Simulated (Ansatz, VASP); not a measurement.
One calculation of BAs, two programs

```xyz
2
Lattice="0.0000 2.3885 2.3885 2.3885 0.0000 2.3885 2.3885 2.3885 0.0000" Properties=species:S:1:pos:R:3 pbc="T T T"
B     0.0000    0.0000    0.0000
As    1.1943    1.1943    1.1943
```

Alike in both runs: task relaxation of cell and atoms; functional r2SCAN; k mesh 8 × 8 × 8; occupations gaussian, width 0.02 eV; no spin polarisation.

```csv
,VASP,Ansatz
version,VASP 6.6.1,Ansatz 0.2.0
potentials or method,"VASP PAW PBE potentials, release 64 (B, As), cutoff 600 eV","scalar-relativistic, plane waves, PAW"
valence electrons in the cell,8,18
```

Ansatz gave:

| Quantity | Value |
| --- | --- |
| gap on the k mesh at the Fermi level, each at its own relaxed structure (eV) | 1.38 |
| relaxed volume (Å³/atom) | 13.67 |
| relaxed cell length with the largest relative difference (Å) | 3.382 |

Task: What did VASP give for the same quantities?

Result: gap on the k mesh at the Fermi level, each at its own relaxed structure (eV): 1.39; relaxed volume (Å³/atom): 13.71; relaxed cell length with the largest relative difference (Å): 3.384.

VASP's potentials were made for PBE, not for r2SCAN. VASP's potentials hold 8 valence electrons a cell and Ansatz's 18, so a difference there can come from the potentials and not from the codes.
